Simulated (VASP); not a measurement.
Here is a VASP 6.6.1 calculation.

File INCAR:

```
ALGO = Normal
EDIFF = 1E-7
ENCUT = 520
GGA = PE
ISIF = 2
ISMEAR = 0
ISPIN = 2
LASPH = True
LCHARG = False
LMAXMIX = 4
LORBIT = 11
LREAL = False
LWAVE = False
MAGMOM = 0 3 0 0 0
NBANDS = 26
NELM = 150
PREC = Accurate
SIGMA = 0.1
```

The input KPOINTS:

```
k-points
0
Gamma
  6 6 4
```

POSCAR

```
AlCrBN2
1.0
    4.1013802300      0.0000000000      0.0000000000
   -2.0506901100      3.5518994700      0.0000000000
    0.0000000000      0.0000000000      4.5161539800
Al Cr B N
1 1 1 2
Direct
    0.6666666700      0.3333333300      0.5000000000
    0.3333333300      0.6666666700      0.5000000000
    0.6666666700      0.3333333300      0.0000000000
    0.3333333300      0.6666666700      0.1489899700
    0.3333333300      0.6666666700      0.8510100300
```

Potentials or basis: VASP PAW PBE potentials, release 64 (Al, Cr_pv, B, N).

Launch:

```bash
$ cat potpaw_PBE.64/Al/POTCAR potpaw_PBE.64/Cr_pv/POTCAR potpaw_PBE.64/B/POTCAR potpaw_PBE.64/N/POTCAR > POTCAR
$ mpirun -np 1 vasp_std > vasp.out
```

Estimate the largest force.

9.063 eV/Å.

Estimate the net moment.

0.60 μB per cell.

Stress tensor (GPa, compression positive):
```
16.11  0.00  0.00
 0.00 16.11  0.00
 0.00  0.00 45.35
```

Caveat: the cell stands under pressure; a cell with one magnetic atom can't hold antiferromagnetic order, which such compounds often take; forces of over 1 eV/Å act on the atoms, so gaps and moduli don't describe the material at rest.
